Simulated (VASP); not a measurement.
MgAu3, 4 atoms in the cell. The structure is cubic, space group Pm-3m (No. 221). The conventional cell has a = 4.031 Å, b = 4.031 Å, c = 4.031 Å, α = 90.00°, β = 90.00°, γ = 90.00°. Mg (site symmetry m-3m) has 12 Au at 2.85 Å within 3.8 Å. Au (site symmetry 4/mmm) has 4 Mg at 2.85 Å and 8 Au at 2.85 Å within 3.8 Å. 

* Program: VASP 6.6.1
* Task: single point
* Functional: LDA
* Potentials or basis: VASP PAW LDA potentials, release 64 (Mg, Au)
* Cutoff: 520 eV
* k mesh: 5 × 5 × 5
* Occupations: methfessel-paxton, width 0.1 eV
* Spin: no spin polarisation
* Dipole correction: no
* Further INCAR settings: ALGO = Normal; EDIFF = 1e-07; NBANDS = 26

Potentials or basis: VASP PAW LDA potentials, release 64 (Mg, Au).

Command:

```console
$ cat potpaw_LDA.64/Mg/POTCAR potpaw_LDA.64/Au/POTCAR > POTCAR
$ mpirun -np 1 vasp_std > vasp.out
```

Hardware: 1 thread of Intel Xeon 8259CL, with other jobs on the host.

**Question.** How long does it take, and how much memory?

**Answer.** Run time: 25 s on 1 thread of Intel Xeon 8259CL (shared host), peak memory 0.15 GiB. Counts: scf iterations 13, k points 10.
